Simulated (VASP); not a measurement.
Runs of VASP 6.6.1 on HfN. The structure is that of space group P6_3/mmc (No. 194), or close to it. The cells are those of the table. 

```tsv
cell	k mesh	gap on the mesh (eV)	pressure (GPa)
a = 3.140, b = 3.140, c = 5.417 Å, angles 90.0, 90.0, 120.0°, 4 atoms	18 × 18 × 8	none	(b)
a = 2.970, b = 2.970, c = 5.648 Å, angles 90.0, 90.0, 120.0°, 4 atoms	18 × 18 × 10	none	25.0
a = 3.168, b = 3.168, c = 5.465 Å, angles 90.0, 90.0, 120.0°, 4 atoms	18 × 18 × 8	none	(a)
a = 3.033, b = 3.033, c = 5.582 Å, angles 90.0, 90.0, 120.0°, 4 atoms	18 × 18 × 10	none	14.6
a = 3.222, b = 3.222, c = 5.386 Å, angles 90.0, 90.0, 120.0°, 4 atoms	18 × 18 × 10	none	-8.8
a = 3.151, b = 3.151, c = 5.437 Å, angles 90.0, 90.0, 120.0°, 4 atoms	18 × 18 × 8	none	-0.2
a = 3.286, b = 3.286, c = 5.321 Å, angles 90.0, 90.0, 120.0°, 4 atoms	18 × 18 × 10	none	-14.3
a = 3.096, b = 3.096, c = 5.506 Å, angles 90.0, 90.0, 120.0°, 4 atoms	18 × 18 × 10	none	6.1
a = 3.034, b = 3.034, c = 5.241 Å, angles 90.0, 90.0, 120.0°, 4 atoms	18 × 18 × 8	none	37.6
a = 2.970, b = 2.970, c = 5.640 Å, angles 90.0, 90.0, 120.0°, 4 atoms	18 × 18 × 10	none	(c)
a = 3.349, b = 3.349, c = 5.343 Å, angles 90.0, 90.0, 120.0°, 4 atoms	18 × 18 × 10	none	-21.8
a = 3.096, b = 3.096, c = 5.517 Å, angles 90.0, 90.0, 120.0°, 4 atoms	18 × 18 × 10	none	5.5
```

Alike in all rows: task single point; level PBE; potentials or basis VASP PAW PBE potentials, release 64 (Hf_pv, N); no spin polarisation; cutoff (eV) 520; smearing gaussian 0.1 eV.

**Question.** Fill in the values left out.

**Answer.** (a) -4.2; (b) 2.8; (c) 25.5.

Caveats: spin-orbit coupling is left out, which moves the levels of the heavy elements; the cell stands under pressure (at least some runs); the cell stands under tension (at least some runs).

A k mesh can miss the band edges, and the runs leave out spin-orbit coupling on Hf.

A gap of «none» marks levels without a gap at the run's occupations.
